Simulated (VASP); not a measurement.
# Na (Im-3m) in VASP: notebook, part 2 of 2

VASP 6.6.1.

### 3 Single point, BLYP (32.78 Å³/atom)

This run uses another cell than the first one, of 32.78 Å³/atom.

File INCAR:

```
PREC = Accurate
ENCUT = 520
EDIFF = 1E-7
ISMEAR = -1
SIGMA = 0.1
LREAL = False
LASPH = True
NELM = 100
ALGO = Normal
ISIF = 2
LWAVE = False
LCHARG = False
GGA = B5
ALDAX = 1.0
AGGAX = 1.0
AGGAC = 1.0
ALDAC = 0.0
NBANDS = 10
```

File KPOINTS:

```
Automatic mesh
0
Gamma
  17 17 17
```

File POSCAR:

```
Na
1.0
   -2.0161555985      2.0161555985      2.0161555985
    2.0161555985     -2.0161555985      2.0161555985
    2.0161555985      2.0161555985     -2.0161555985
Na
1
Direct
    0.0000000000      0.0000000000      0.0000000000
```

Potentials or basis: VASP PAW PBE potentials, release 64 (Na_pv).

Run with:

```console
$ cat potpaw_PBE.64/Na_pv/POTCAR > POTCAR
$ mpirun -np 1 vasp_std > vasp.out
```

OUTCAR:

```text
PREC = Accurate
   ENCUT = 520
   EDIFF = 1E-7
   ISMEAR = -1
   LREAL = False
   LASPH = True
   NELM = 100
   ISIF = 2
   GGA = B5

 ion  position               nearest neighbor table
   1  0.000  0.000  0.000-

  LATTYP: Found a body centered cubic cell.
 ALAT       =     4.0323111970

  Lattice vectors:

 A1 = (  -2.0161555985,   2.0161555985,   2.0161555985)
 A2 = (   2.0161555985,  -2.0161555985,   2.0161555985)
 A3 = (   2.0161555985,   2.0161555985,  -2.0161555985)

Analysis of symmetry for initial positions (statically):
=====================================================================
 Subroutine PRICEL returns:
 Original cell was already a primitive cell.

 Routine SETGRP: Setting up the symmetry group for a
 body centered cubic supercell.

 Subroutine GETGRP returns: Found 48 space group operations
 (whereof 48 operations were pure point group operations)
 out of a pool of 48 trial point group operations.

The static configuration has the point symmetry O_h .

[... 162 lines left out ...]
 fundamental gap:      0.1193031420
 Fermi energy:         1.1381430004

 k-point     1 :       0.0000    0.0000    0.0000
  band No.  band energies     occupation
      1     -24.0925      2.00000
      2     -24.0925      2.00000
      3     -24.0924      2.00000
      4      -2.4299      2.00000
      5      13.6099      0.00000
      6      13.6099      0.00000
      7      13.6099      0.00000
      8      14.7752      0.00000
      9      14.7752      0.00000
     10      15.5284      0.00000
[... 287 lines left out ...]
 k-point    24 :       0.1765    0.1765    0.0000
  band No.  band energies     occupation
      1     -24.1266      2.00000
      2     -24.1038      2.00000
      3     -24.0958      2.00000
      4      -0.6625      2.00000
      5       7.2588      0.00000
      6       8.0426      0.00000
      7      10.9320      0.00000
      8      13.3386      0.00000
      9      14.3548      0.00000
     10      16.7935      0.00000

 [... further k-points ...]

------------------------ aborting loop because EDIFF is reached ----------------------------------------

  FORCE on cell =-STRESS in cart. coord.  units (eV):
  Direction    XX          YY          ZZ          XY          YZ          ZX
  --------------------------------------------------------------------------------------
  -------------------------------------------------------------------------------------
  Total        0.2401191      0.2401191      0.2401191      0.0000000      0.0000000     -0.0000000
  in kB       11.7355941     11.7355941     11.7355941      0.0000000      0.0000000     -0.0000000
  external PRESSURE =      11.7355941 kB  Pullay stress =       0.0000000 kB

 VOLUME and BASIS-vectors are now :
 -----------------------------------------------------------------------------
  energy-cutoff  :      520.00
  volume of cell :       32.78
      direct lattice vectors                 reciprocal lattice vectors
    -2.016155599  2.016155599  2.016155599     0.000000000  0.247996732  0.247996732
     2.016155599 -2.016155599  2.016155599     0.247996732  0.000000000  0.247996732
     2.016155599  2.016155599 -2.016155599     0.247996732  0.247996732  0.000000000

 POSITION                                       TOTAL-FORCE (eV/Angst)
 -----------------------------------------------------------------------------------
      0.00000      0.00000      0.00000         0.000000     -0.000000      0.000000
 -----------------------------------------------------------------------------------
    total drift:                               -0.000000     -0.000000     -0.000000

  FREE ENERGIE OF THE ION-ELECTRON SYSTEM (eV)
  ---------------------------------------------------
  free  energy   TOTEN  =        -0.9262843407 eV

  energy  without entropy=       -0.9115433438  energy(sigma->0) =       -0.91891384
```

OSZICAR:

```text
N       E                     dE             d eps       ncg     rms          rms(c)
DAV:   1     0.300644213423E+02    0.30064E+02   -0.38815E+03  3316   0.611E+02
DAV:   2    -0.237432565346E+00   -0.30302E+02   -0.30168E+02  3440   0.159E+02
DAV:   3    -0.921935030047E+00   -0.68450E+00   -0.68390E+00  4074   0.247E+01
DAV:   4    -0.926759676765E+00   -0.48246E-02   -0.48243E-02  3872   0.203E+00
DAV:   5    -0.926821244268E+00   -0.61568E-04   -0.61567E-04  3840   0.226E-01    0.180E-01
DAV:   6    -0.926125992805E+00    0.69525E-03   -0.10529E-03  3772   0.410E-01    0.112E-01
DAV:   7    -0.926168852207E+00   -0.42859E-04   -0.20005E-03  3646   0.408E-01    0.281E-02
DAV:   8    -0.926269612933E+00   -0.10076E-03   -0.24225E-04  3908   0.181E-01    0.571E-03
DAV:   9    -0.926283295009E+00   -0.13682E-04   -0.30824E-05  3682   0.334E-02    0.133E-03
DAV:  10    -0.926284175931E+00   -0.88092E-06   -0.31238E-06  3934   0.839E-03    0.419E-04
DAV:  11    -0.926284327061E+00   -0.15113E-06   -0.27726E-07  3592   0.215E-03    0.525E-05
DAV:  12    -0.926284340651E+00   -0.13590E-07   -0.55004E-09  2036   0.539E-04
   1 F= -.92628434E+00 E0= -.91891384E+00  d E =-.147410E-01
```

stdout:

```text
POSCAR found type information on POSCAR Na
 POSCAR found :  1 types and       1 ions
 scaLAPACK will be used
 -----------------------------------------------------------------------------
|                                                                             |
|                                                                             |
|     You enforced a specific xc type in the INCAR file but a different       |
|     I HOPE YOU KNOW WHAT YOU ARE DOING!                                     |
|                                                                             |
 -----------------------------------------------------------------------------

 LDA part: xc-table for (Slater(with rela. corr.)+VWN5), standard interpolation
 POSCAR, INCAR and KPOINTS ok, starting setup
 FFT: planning ... GRIDC
 FFT: planning ... GRID_SOFT
 FFT: planning ... GRID
 WAVECAR not read
 entering main loop
```

Wall time 26 s (1 thread of Intel Xeon Platinum 8488C (Sapphire Rapids), shared host); peak memory 0.17 GiB.

What came out:

```yaml
Free_energy: -0.9263 eV
Pressure: 1.2 GPa
Band_gap_on_the_k_mesh: zero (an odd number of electrons rules out a gap without spin polarisation)
```

Caveat: the PAW data sets were made with another functional, which shifts forces and pressure a little.

### 4 Single point, BLYP (34.27 Å³/atom)

This run uses another cell than the first one, of 34.27 Å³/atom.

File INCAR:

```
PREC = Accurate
ENCUT = 520
EDIFF = 1E-6
ISMEAR = -1
SIGMA = 0.1
LREAL = F
LASPH = T
NELM = 60
ALGO = Normal
ISIF = 2
LWAVE = F
LCHARG = T
GGA = B5
ALDAX = 1.0
AGGAX = 1.0
AGGAC = 1.0
ALDAC = 0.0
LELF = T
LVHAR = T
NBANDS = 10
```

File KPOINTS:

```
regular mesh
0
Gamma
  17 17 17
```

File POSCAR:

```
Na
1.0
   -2.0462519102      2.0462519102      2.0462519102
    2.0462519102     -2.0462519102      2.0462519102
    2.0462519102      2.0462519102     -2.0462519102
Na
1
Direct
    0.0000000000      0.0000000000      0.0000000000
```

Run with:

```console
$ cat potpaw_PBE.64/Na_pv/POTCAR > POTCAR
$ mpirun -np 1 vasp_std > vasp.out
```

Run time: 22 s. Hardware: 1 thread of Intel Xeon Platinum 8488C (Sapphire Rapids), shared host; peak memory 0.17 GiB.

It converged, with:

| Property | Result |
| --- | --- |
| Free energy | -0.9351 eV |
| Pressure | 0.7 GPa |
| Band gap on the k mesh | zero (an odd number of electrons rules out a gap without spin polarisation) |

Levels at points of the mesh, in eV from the Fermi level:
```tsv
k point	band 1	band 2	band 3	band 4	band 5	band 6	band 7	band 8
(0.00, 0.00, 0.00)	-25.25	-25.25	-25.25	-3.47	12.17	12.17	12.17	13.32
```

Caveat: the PAW data sets were made with another functional, which shifts forces and pressure a little.

### 5 Single point, BLYP (35.76 Å³/atom)

This run uses another cell than the first one, of 35.76 Å³/atom.

File INCAR:

```
AGGAC    = 1.0          
AGGAX    = 1.0          
ALDAC    = 0.0          
ALDAX    = 1.0          
ALGO     = Normal         # electronic algorithm
EDIFF    = 1E-7           # SCF threshold, eV
ENCUT    = 520            # plane-wave cutoff, eV
GGA      = B5             # functional
ISIF     = 2              # what is computed and relaxed
ISMEAR   = -1             # smearing method
LASPH    = T              # aspherical terms in the spheres
LCHARG   = F              # write CHGCAR
LREAL    = F              # projectors in reciprocal space
LWAVE    = F              # write WAVECAR
NBANDS   = 10             # bands
NELM     = 100            # most SCF steps
PREC     = Accurate       # precision mode
SIGMA    = 0.1            # smearing width, eV
```

File KPOINTS:

```
k-points
0
Gamma
  17 17 17
```

File POSCAR:

```
Na
1.0
   -2.0754880304      2.0754880304      2.0754880304
    2.0754880304     -2.0754880304      2.0754880304
    2.0754880304      2.0754880304     -2.0754880304
Na
1
Direct
    0.0000000000      0.0000000000      0.0000000000
```

Run with:

```console
$ cat potpaw_PBE.64/Na_pv/POTCAR > POTCAR
$ mpirun -np 1 vasp_std > vasp.out
```

Wall time 26 s (1 thread of Intel Xeon Platinum 8488C (Sapphire Rapids), shared host); peak memory 0.18 GiB.

Results (log left out):

| Property | Result |
| --- | --- |
| Free energy | -0.9400 eV |
| Pressure | 0.3 GPa |
| Band gap on the k mesh | zero (an odd number of electrons rules out a gap without spin polarisation) |

Levels at points of the mesh, in eV from the Fermi level:
```csv
k point,band 1,band 2,band 3,band 4,band 5,band 6,band 7,band 8
"(0.00, 0.00, 0.00)",-25.28,-25.28,-25.28,-3.37,11.89,11.89,11.89,13.02
```

Caveat: the PAW data sets were made with another functional, which shifts forces and pressure a little.

### 6 Summary

| cell | k mesh | gap on the mesh (eV) | pressure (GPa) |
| --- | --- | --- | --- |
| a = 3.644 Å, angles 109.5°, 1 atom | 11 × 11 × 11 | none | 0.0 |
| a = 3.492 Å, angles 109.5°, 1 atom | 17 × 17 × 17 | none | 1.2 |
| a = 3.544 Å, angles 109.5°, 1 atom | 17 × 17 × 17 | none | 0.7 |
| a = 3.595 Å, angles 109.5°, 1 atom | 17 × 17 × 17 | none | 0.3 |

Alike in all rows: task single point; level BLYP; potentials or basis VASP PAW PBE potentials, release 64 (Na_pv); no spin polarisation; cutoff (eV) 520; smearing fermi-dirac 0.1 eV.

Caveats: the PAW data sets were made with another functional, which shifts forces and pressure a little.

Absolute energies hang on the potentials; compare differences alone.
